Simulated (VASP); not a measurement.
# ScH3 in VASP: further runs

The runs below take ScH3 through single point, with PBEsol.

All numbers are computed with VASP 6.6.1; they aren't measurements. Logs are shortened: lines on timing, memory, paths and dates and some standing lists are left out, and cuts for length are marked.

## 1. The cell of the first run

The structure is cubic, space group Fm-3m (No. 225). The conventional cell has a = 5.118 Å, b = 5.118 Å, c = 5.118 Å, α = 90.00°, β = 90.00°, γ = 90.00°. Sc (site symmetry m-3m) has 14 H at 2.22 to 2.56 Å within 2.9 Å. H (site symmetry m-3m) has 8 H at 2.22 Å and 6 Sc at 2.56 Å within 2.9 Å. H (site symmetry -43m) has 4 Sc at 2.22 Å and 10 H at 2.22 to 2.56 Å within 2.9 Å.

## 2. Single point, PBEsol

Contents of INCAR:

```
ALGO     = Normal         # electronic algorithm
EDIFF    = 1E-6           # SCF threshold, eV
ENCUT    = 520            # plane-wave cutoff, eV
GGA      = PS             # functional
ISIF     = 2              # what is computed and relaxed
ISMEAR   = 0              # smearing method
LASPH    = True           # aspherical terms in the spheres
LCHARG   = False          # write CHGCAR
LREAL    = False          # projectors in reciprocal space
LWAVE    = False          # write WAVECAR
NBANDS   = 15             # bands
NELM     = 80             # most SCF steps
PREC     = Accurate       # precision mode
SIGMA    = 0.05           # smearing width, eV
```

Contents of KPOINTS:

```
k-points
0
Gamma
  10 10 10
```

Contents of POSCAR:

```
ScH3
1.0
    0.0000000000      2.5590222503      2.5590222503
    2.5590222503      0.0000000000      2.5590222503
    2.5590222503      2.5590222503      0.0000000000
Sc H
1 3
Direct
    0.0000000000      0.0000000000      0.0000000000
    0.5000000000      0.5000000000      0.5000000000
    0.2500000000      0.2500000000      0.2500000000
    0.7500000000      0.7500000000      0.7500000000
```

Potentials or basis: VASP PAW PBE potentials, release 64 (Sc_sv, H).

Run with:

```console
> cat potpaw_PBE.64/Sc_sv/POTCAR potpaw_PBE.64/H/POTCAR > POTCAR
> mpirun -np 1 vasp_std > vasp.out
```

OUTCAR:

```text
EDIFF = 1E-6
   ENCUT = 520
   GGA = PS
   ISIF = 2
   ISMEAR = 0
   LASPH = True
   LREAL = False
   NELM = 80
   PREC = Accurate

 ion  position               nearest neighbor table
   1  0.000  0.000  0.000-
   2  0.500  0.500  0.500-
   3  0.250  0.250  0.250-
   4  0.750  0.750  0.750-

  LATTYP: Found a face centered cubic cell.
 ALAT       =     5.1180445006

  Lattice vectors:

 A1 = (   0.0000000000,   2.5590222503,   2.5590222503)
 A2 = (   2.5590222503,   0.0000000000,   2.5590222503)
 A3 = (   2.5590222503,   2.5590222503,   0.0000000000)

Analysis of symmetry for initial positions (statically):
=====================================================================
 Subroutine PRICEL returns:
 Original cell was already a primitive cell.

 Routine SETGRP: Setting up the symmetry group for a
 face centered cubic supercell.

 Subroutine GETGRP returns: Found 48 space group operations
[... 9 lines left out ...]

 Routine SETGRP: Setting up the symmetry group for a
 face centered cubic supercell.

 Subroutine GETGRP returns: Found 48 space group operations
 (whereof 48 operations were pure point group operations)
 out of a pool of 48 trial point group operations.

The dynamic configuration has the point symmetry O_h .

 Subroutine INISYM returns: Found 48 space group operations
 (whereof 48 operations are pure point group operations),
 and found     1 'primitive' translations

----------------------------------------------------------------------------------------

                                     Primitive cell

  volume of cell :      33.5160

  direct lattice vectors                    reciprocal lattice vectors
     0.000000000  2.559022250  2.559022250    -0.195387125  0.195387125  0.195387125
     2.559022250  0.000000000  2.559022250     0.195387125 -0.195387125  0.195387125
     2.559022250  2.559022250  0.000000000     0.195387125  0.195387125 -0.195387125

  length of vectors
     3.619003973  3.619003973  3.619003973     0.338420427  0.338420427  0.338420427

  position of ions in fractional coordinates (direct lattice)
     0.000000000  0.000000000  0.000000000
     0.500000000  0.500000000  0.500000000
     0.250000000  0.250000000  0.250000000
     0.750000000  0.750000000  0.750000000

  ion indices of the primitive-cell ions
   primitive index   ion index
                 1           1
                 2           2
                 3           3
                 4           4

[... 77 lines left out ...]
   ISIF   =      2    stress and relaxation
   ISYM   =      2    0-nonsym 1-usesym 2-fastsym
   POTIM  = 0.5000    time-step for ionic-motion
   TEBEG  =    0.0;   TEEND  =   0.0 temperature during run
   PSTRESS=    0.0 pullay stress
   NELECT =      14.0000    total number of electrons
   NUPDOWN=      -1.0000    fix difference up-down
   EMIN   =  10.00;   EMAX   =-10.00  energy-range for DOS
   EFERMI =   0.00;   METHOD = LEGACY
   ISMEAR =     0;   SIGMA  =   0.05  broadening in eV -4-tet -1-fermi 0-gaus
   EFERMI_NEDOS =   21; number of points for ismear=-14 and -15
   IALGO  =     38    algorithm
   IMIX   =      4    mixing-type and parameters
     AMIX     =   0.40;   BMIX     =  1.00
     AMIX_MAG =   1.60;   BMIX_MAG =  1.00
  volume/ion in A,a.u.               =       8.38        56.54
  Fermi-wavevector in a.u.,A,eV,Ry     =   1.223771  2.312592 20.376291  1.497615
  Thomas-Fermi vector in A             =   2.358870
   LORBIT       =      0    0 simple, 1 ext, 2 COOP (PROOUT), +10 PAW based schemes
   GGA     = PS    functional components
   LHFCALC =     F    Hartree Fock is set to
   AEXX    =    0.0000 exact exchange contribution
   IVDW    =     0    specifies the selected vdW correction
   LEPSILON=     F    determine dielectric tensor
   LRPA    =     F    only Hartree local field effects (RPA)
 non-spin polarized calculation
 Gauss-broadening in eV      SIGMA  =   0.05
  energy-cutoff  :      520.00
  volume of cell :       33.52
 maximum number of plane-waves:       934
   NGX = 13   NGY = 13   NGZ = 13

 number of electron      13.9999997 magnetization

 Free energy of the ion-electron system (eV)
  ---------------------------------------------------
  ext. energy  EPLUGINS =         0.00000000
  ---------------------------------------------------
  free energy    TOTEN  =       -18.03217313 eV

  energy without entropy =      -18.03082154  energy(sigma->0) =      -18.03149733

 E-fermi :   3.8923     XC(G=0): -10.2923

 val. band max:        3.8641459935   @ k =   0.4000   0.0000   0.0000
 cond. band min:       3.9269339167   @ k =   0.5000   0.1000   0.0000
 fundamental gap:      0.0627879232
 Fermi energy:         3.8923357889

 k-point     1 :       0.0000    0.0000    0.0000
  band No.  band energies     occupation
      1     -46.7454      2.00000
      2     -25.3523      2.00000
      3     -25.3523      2.00000
      4     -25.3523      2.00000
      5      -6.0501      2.00000
      6       3.1896      2.00000
      7       3.8640      1.57657
      8       3.8640      1.57657
      9       3.8640      1.57657
     10       5.1490      0.00000
     11       5.1490      0.00000
     12       5.8550      0.00000
     13      14.1411      0.00000
     14      14.1411      0.00000
[... 401 lines left out ...]
      2     -25.4788      2.00000
      3     -25.4000      2.00000
      4     -25.3946      2.00000
      5      -3.3541      2.00000
      6      -0.6209      2.00000
      7       0.7467      2.00000
      8       4.9218      0.00000
      9       5.1837      0.00000
     10       5.7311      0.00000
     11       6.9446      0.00000
     12       8.2443      0.00000
     13       9.4318      0.00000
     14       9.8839      0.00000
     15      11.7785      0.00000

 [... further k-points ...]
[... 5 lines left out ...]
  --------------------------------------------------------------------------------------
  -------------------------------------------------------------------------------------
  Total       -3.9358926     -3.9358926     -3.9358926     -0.0000000      0.0000000      0.0000000
  in kB     -188.1488788   -188.1488788   -188.1488788     -0.0000000      0.0000000      0.0000000
  external PRESSURE =    -188.1488788 kB  Pullay stress =       0.0000000 kB

 VOLUME and BASIS-vectors are now :
 -----------------------------------------------------------------------------
  energy-cutoff  :      520.00
  volume of cell :       33.52
      direct lattice vectors                 reciprocal lattice vectors
     0.000000000  2.559022250  2.559022250    -0.195387125  0.195387125  0.195387125
     2.559022250  0.000000000  2.559022250     0.195387125 -0.195387125  0.195387125
     2.559022250  2.559022250  0.000000000     0.195387125  0.195387125 -0.195387125

 POSITION                                       TOTAL-FORCE (eV/Angst)
 -----------------------------------------------------------------------------------
      0.00000      0.00000      0.00000         0.000000      0.000000     -0.000000
      2.55902      2.55902      2.55902         0.000000      0.000000     -0.000000
      1.27951      1.27951      1.27951        -0.000000     -0.000000     -0.000000
      3.83853      3.83853      3.83853         0.000000      0.000000      0.000000
 -----------------------------------------------------------------------------------
    total drift:                               -0.000000     -0.000000      0.000000

  FREE ENERGIE OF THE ION-ELECTRON SYSTEM (eV)
  ---------------------------------------------------
  free  energy   TOTEN  =       -18.0321731268 eV

  energy  without entropy=      -18.0308215360  energy(sigma->0) =      -18.03149733
```

OSZICAR:

```text
N       E                     dE             d eps       ncg     rms          rms(c)
DAV:   1     0.819040010238E+02    0.81904E+02   -0.62463E+03  1418   0.929E+02
DAV:   2    -0.181377336743E+02   -0.10004E+03   -0.96290E+02  1424   0.279E+02
DAV:   3    -0.209260736934E+02   -0.27883E+01   -0.27338E+01  1841   0.536E+01
DAV:   4    -0.209740903289E+02   -0.48017E-01   -0.48005E-01  1514   0.636E+00
DAV:   5    -0.209751712567E+02   -0.10809E-02   -0.10809E-02  2085   0.106E+00    0.953E+00
DAV:   6    -0.181842618140E+02    0.27909E+01   -0.24467E+00  2113   0.237E+01    0.250E+00
DAV:   7    -0.180490302742E+02    0.13523E+00   -0.28702E-01  2171   0.598E+00    0.115E+00
DAV:   8    -0.180559152124E+02   -0.68849E-02   -0.10644E-01  2080   0.571E+00    0.107E+00
DAV:   9    -0.180328945884E+02    0.23021E-01   -0.51865E-02  2098   0.351E+00    0.233E-01
DAV:  10    -0.180322129735E+02    0.68161E-03   -0.27001E-03  2098   0.849E-01    0.910E-02
DAV:  11    -0.180321842006E+02    0.28773E-04   -0.20234E-04  2128   0.245E-01    0.210E-02
DAV:  12    -0.180321733300E+02    0.10871E-04   -0.11211E-05  2150   0.526E-02    0.490E-03
DAV:  13    -0.180321731268E+02    0.20315E-06   -0.23520E-06  1446   0.109E-02
   1 F= -.18032173E+02 E0= -.18031497E+02  d E =-.135159E-02
```

stdout:

```text
POSCAR found type information on POSCAR ScH
 POSCAR found :  2 types and       4 ions
 scaLAPACK will be used
 -----------------------------------------------------------------------------
|                                                                             |
|                                                                             |
|     You enforced a specific xc type in the INCAR file but a different       |
|     I HOPE YOU KNOW WHAT YOU ARE DOING!                                     |
|                                                                             |
 -----------------------------------------------------------------------------

 LDA part: xc-table for (Slater+PW92), standard interpolation
 POSCAR, INCAR and KPOINTS ok, starting setup
 FFT: planning ... GRIDC
 FFT: planning ... GRID_SOFT
 FFT: planning ... GRID
 WAVECAR not read
 entering main loop
```

Run time: 34 s. Hardware: 1 thread of Intel Xeon Platinum 8259CL at 2.50GHz (Skylake/Cascade Lake), shared host; peak memory 0.16 GiB.

What came out:

```
Free energy            : -18.0322 eV
Pressure               : -18.8 GPa
Band gap on the k mesh : zero (band 7 reaches 4.04 eV, above the bottom of band 8 at 3.81 eV)
```

Levels at points of the mesh, in eV from the Fermi level:
```
           k point  band 3  band 4  band 5  band 6  band 7  band 8  band 9  band 10  band 11  band 12
(0.00, 0.00, 0.00)  -29.24  -29.24   -9.94   -0.70   -0.03   -0.03   -0.03     1.26     1.26     1.96
(0.50, 0.00, 0.00)  -29.27  -29.27   -6.36   -6.29   -0.30   -0.09   -0.09     1.84     1.84     3.18
(0.50, 0.50, 0.00)  -29.30  -29.30   -5.35   -5.21   -4.89    1.91    1.97     1.97     3.53     4.42
```

Caveat: the PAW data sets were made with another functional, which shifts forces and pressure a little.

## 3. Single point, PBEsol

This run uses another cell than the first one, of 9.31 Å³/atom, 1.111 times its volume.

Contents of INCAR:

```
PREC = Accurate ; ENCUT = 520
EDIFF = 1E-6 ; ISMEAR = 0
SIGMA = 0.05 ; LREAL = F
LASPH = T ; NELM = 80
ALGO = Normal ; ISIF = 2
LWAVE = F ; LCHARG = T
GGA = PS ; LELF = T
LVHAR = T ; NBANDS = 15
```

Contents of KPOINTS:

```
regular mesh
0
Gamma
  10 10 10
```

Contents of POSCAR:

```
ScH3
1.0
    0.0000000000      2.6504923732      2.6504923732
    2.6504923732      0.0000000000      2.6504923732
    2.6504923732      2.6504923732      0.0000000000
Sc H
1 3
Direct
    0.0000000000      0.0000000000      0.0000000000
    0.5000000000      0.5000000000      0.5000000000
    0.2500000000      0.2500000000      0.2500000000
    0.7500000000      0.7500000000      0.7500000000
```

Potentials or basis: VASP PAW PBE potentials, release 64 (Sc_sv, H).

Run with:

```console
> cat potpaw_PBE.64/Sc_sv/POTCAR potpaw_PBE.64/H/POTCAR > POTCAR
> mpirun -np 1 vasp_std > vasp.out
```

It took 31 s on 1 thread of Intel Xeon Platinum 8259CL at 2.50GHz (Skylake/Cascade Lake), shared host; peak memory 0.17 GiB.

Results (log left out):

| Property | Result |
| --- | --- |
| Free energy | -17.5583 eV |
| Pressure | -22.0 GPa |
| Band gap on the k mesh | zero (band 7 reaches 3.34 eV, above the bottom of band 8 at 3.14 eV) |

Levels at points of the mesh, in eV from the Fermi level:
```tsv
k point	band 4	band 5	band 6	band 7	band 8	band 9	band 10	band 11
(0.00, 0.00, 0.00)	-29.49	-9.29	-0.72	-0.03	-0.03	-0.03	1.07	1.07
(0.50, 0.00, 0.00)	-29.50	-5.98	-5.85	-0.32	-0.07	-0.07	1.56	1.56
(0.50, 0.50, 0.00)	-29.52	-4.96	-4.88	-4.50	1.62	1.66	1.66	3.02
```

Caveat: the PAW data sets were made with another functional, which shifts forces and pressure a little.

## 4. Single point, PBEsol

This run uses another cell than the first one, of 6.38 Å³/atom, 0.762 times its volume.

Contents of INCAR:

```
SYSTEM = ScH3
ALGO     = Normal         ! electronic algorithm
EDIFF    = 1E-6           ! SCF threshold, eV
ENCUT    = 520            ! plane-wave cutoff, eV
GGA      = PS             ! functional
ISIF     = 2              ! what is computed and relaxed
ISMEAR   = 0              ! smearing method
LASPH    = .TRUE.         ! aspherical terms in the spheres
LCHARG   = .FALSE.        ! write CHGCAR
LREAL    = .FALSE.        ! projectors in reciprocal space
LWAVE    = .FALSE.        ! write WAVECAR
NBANDS   = 15             ! bands
NELM     = 80             ! most SCF steps
PREC     = Accurate       ! precision mode
SIGMA    = 0.05           ! smearing width, eV
```

Contents of KPOINTS:

```
k-points
0
G
  10 10 10
  0 0 0
```

Contents of POSCAR:

```
ScH3
1.0
    0.0000000000      2.3529243548      2.3529243548
    2.3058658677      0.0000000000      2.3529243548
    2.3058658677      2.3529243548      0.0000000000
Sc H
1 3
Direct
    0.0000000000      0.0000000000      0.0000000000
    0.5000000000      0.5000000000      0.5000000000
    0.2500000000      0.2500000000      0.2500000000
    0.7500000000      0.7500000000      0.7500000000
```

Run with:

```console
> cat potpaw_PBE.64/Sc_sv/POTCAR potpaw_PBE.64/H/POTCAR > POTCAR
> mpirun -np 1 vasp_std > vasp.out
```

It took 54 s on 1 thread of Intel Xeon Platinum 8259CL at 2.50GHz (Skylake/Cascade Lake), shared host; peak memory 0.18 GiB.

It converged, with:

| Quantity | Value |
| --- | --- |
| Free energy | -18.5443 eV |
| Pressure | 2.7 GPa |
| Band gap on the k mesh | zero (band 7 reaches 5.98 eV, above the bottom of band 8 at 5.66 eV) |

Stress tensor (GPa, compression positive):
```
2.85 0.00 0.00
0.00 2.68 0.00
0.00 0.00 2.68
```

Levels at points of the mesh, in eV from the Fermi level:
```tsv
k point	band 4	band 5	band 6	band 7	band 8	band 9	band 10	band 11
(0.00, 0.00, 0.00)	-28.49	-11.61	-0.56	-0.04	-0.04	0.06	1.79	1.86
(0.50, 0.00, 0.00)	-28.54	-7.44	-7.12	-0.22	-0.14	-0.06	2.72	2.81
(0.50, 0.50, 0.00)	-28.63	-6.67	-5.93	-5.65	2.85	2.91	3.04	5.12
(0.00, 0.50, 0.50)	-28.65	-6.63	-6.10	-5.41	2.85	2.98	2.98	5.28
```

Caveat: the PAW data sets were made with another functional, which shifts forces and pressure a little.

## 5. Summary

| cell | gap on the mesh (eV) | pressure (GPa) |
| --- | --- | --- |
| a = 3.619 Å, angles 60.0°, 4 atoms | none | -18.8 |
| a = 3.748 Å, angles 60.0°, 4 atoms | none | -22.0 |
| a = 3.328, b = 3.294, c = 3.294 Å, angles 60.7, 59.7, 59.7°, 4 atoms | none | 2.7 |

Alike in all rows: task single point; level PBEsol; potentials or basis VASP PAW PBE potentials, release 64 (Sc_sv, H); no spin polarisation; k mesh 10 × 10 × 10; cutoff (eV) 520; smearing gaussian 0.05 eV.

Caveats: the PAW data sets were made with another functional, which shifts forces and pressure a little.

Total energies depend on the potentials used, so only differences within one code and one set of settings carry meaning.
